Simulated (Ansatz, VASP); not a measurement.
## One calculation of ZnAu, two programs

The input INCAR:

```
SYSTEM = ZnAu
PREC = Accurate ; ENCUT = 520
EDIFF = 1E-6 ; ISMEAR = 0
SIGMA = 0.1 ; LREAL = .False.
LASPH = .True. ; NELM = 100
ALGO = Fast ; ISIF = 2
LWAVE = .False. ; LCHARG = .False.
GGA = PE ; NBANDS = 18
```

Contents of KPOINTS:

```
Automatic mesh
0
Gamma
  14 14 14
  0 0 0
```

Contents of POSCAR:

```
ZnAu
1.0
    3.2491970366      0.0000000000      0.0000000000
    0.0000000000      3.2491970366      0.0000000000
    0.0000000000      0.0000000000      3.2491970366
Zn Au
1 1
Direct
    0.5000000000      0.5000000000      0.5000000000
    0.0000000000      0.0000000000      0.0000000000
```

Input for Ansatz:

```yaml
crystal:
  lattice:
    - [3.2491970366, 0.0, 0.0]
    - [0.0, 3.2491970366, 0.0]
    - [0.0, 0.0, 3.2491970366]
  atoms:
    - { symbol: Zn, position: [0.5, 0.5, 0.5] }
    - { symbol: Au, position: [0.0, 0.0, 0.0] }
basis:
  ecutwfc: 420
kpoints:
  mp_grid: { grid: [14, 14, 14] }
hamiltonian:
  xc: pbe
scf:
  occupations: { method: gaussian, width: 0.1 }
output:
  forces: true
  stress: true
  eigenvalues: true
```

Alike in both runs: task single point; functional PBE; k mesh 14 × 14 × 14; occupations gaussian, width 0.1 eV; no spin polarisation.

```csv
,VASP,Ansatz
version,VASP 6.6.1,Ansatz 0.2.0
potentials or method,"VASP PAW PBE potentials, release 64 (Zn, Au), cutoff 520 eV","scalar-relativistic, plane waves, PAW"
valence electrons in the cell,23,31
```

|  | VASP | Ansatz | Ansatz less VASP |
| --- | --- | --- | --- |
| gap on the k mesh at the Fermi level (eV) | none | none | - |
| pressure (GPa) | -5.6 | -5.8 | -0.12 |

A gap of «none» marks a metal or a gap that the smearing closes. VASP's potentials hold 23 valence electrons a cell and Ansatz's 31, so a difference there can come from the potentials and not from the codes.

Neither program's run includes spin-orbit coupling.
